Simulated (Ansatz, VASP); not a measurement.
# One calculation of CsBa3, two programs

File INCAR:

```
SYSTEM = CsBa3
PREC     = Accurate       ! precision mode
ENCUT    = 520            ! plane-wave cutoff, eV
EDIFF    = 1E-7           ! SCF threshold, eV
ISMEAR   = 1              ! smearing method
SIGMA    = 0.15           ! smearing width, eV
LREAL    = .False.        ! projectors in reciprocal space
LASPH    = .True.         ! aspherical terms in the spheres
NELM     = 60             ! most SCF steps
ALGO     = Normal         ! electronic algorithm
ISIF     = 2              ! what is computed and relaxed
LWAVE    = .False.        ! write WAVECAR
LCHARG   = .False.        ! write CHGCAR
GGA      = PE             ! functional
NBANDS   = 28             ! bands
```

KPOINTS

```
Automatic mesh
0
Gamma
  4 4 4
  0 0 0
```

Contents of POSCAR:

```
CsBa3
1.0
    0.0000000000      5.2212840000      5.2212840000
    5.2212840000      0.0000000000      5.2212840000
    5.2212840000      5.2212840000      0.0000000000
Cs Ba
1 3
Direct
    0.0000000000      0.0000000000      0.0000000000
    0.2500000000      0.2500000000      0.2500000000
    0.7500000000      0.7500000000      0.7500000000
    0.5000000000      0.5000000000      0.5000000000
```

Input for Ansatz:

```yaml
crystal:
  lattice:
    - [0.0, 5.221284, 5.221284]
    - [5.221284, 0.0, 5.221284]
    - [5.221284, 5.221284, 0.0]
  atoms:
    - { symbol: Cs, position: [0.0, 0.0, 0.0] }
    - { symbol: Ba, position: [0.25, 0.25, 0.25] }
    - { symbol: Ba, position: [0.75, 0.75, 0.75] }
    - { symbol: Ba, position: [0.5, 0.5, 0.5] }
basis:
  ecutwfc: 510.0
kpoints:
  mp_grid:
    grid: [4, 4, 4]
hamiltonian:
  xc: pbe
scf:
  occupations:
    method: methfessel_paxton
    width: 0.15
output:
  stress: true
```

Alike in both runs: task single point; functional PBE; k mesh 4 × 4 × 4; occupations methfessel-paxton of order 1, width 0.15 eV; no spin polarisation.

|  | VASP | Ansatz |
| --- | --- | --- |
| version | VASP 6.6.1 | Ansatz 0.2.0 |
| potentials or method | VASP PAW PBE potentials, release 64 (Cs_sv, Ba_sv), cutoff 520 eV | plane waves, PAW |
| valence electrons in the cell | 39 | 39 |

```csv
,VASP,Ansatz,Ansatz less VASP
pressure (GPa),0.1,0.1,-0.02
```

Neither program's run includes spin-orbit coupling.
